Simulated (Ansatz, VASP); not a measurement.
MgTl4 in VASP and in Ansatz

```
Mg Tl
1.0
     6.40928    0.00000    0.00000
    -3.20464    5.55060    0.00000
     0.00000    0.00000    5.70237
Mg Tl
1 4
Direct
  0.00000 0.00000 0.50000
  0.50000 0.00000 0.50000
  0.00000 0.50000 0.50000
  0.50000 0.50000 0.50000
  0.00000 0.00000 0.00000
```

Alike in both runs: functional PBE; k mesh 6 × 6 × 8; occupations gaussian, width 0.1 eV; no spin polarisation.

Ansatz relaxed the structure, and its values are those at the end. VASP's run is a single point on that final structure, the one shown.

```csv
,VASP,Ansatz
version,VASP 6.6.1,Ansatz 0.2.0
potentials or method,"VASP PAW PBE potentials, release 64 (Mg, Tl_d), cutoff 600 eV","scalar-relativistic, plane waves, PAW"
valence electrons in the cell,54,62
```

```csv
,VASP,Ansatz,Ansatz less VASP
gap on the k mesh at the Fermi level (eV),none,none,-
pressure (GPa),0.0,0.0,+0.03
```

A gap of «none» marks a metal or a gap that the smearing closes. VASP's potentials hold 54 valence electrons a cell and Ansatz's 62, so a difference there can come from the potentials and not from the codes.

Neither program's run includes spin-orbit coupling.
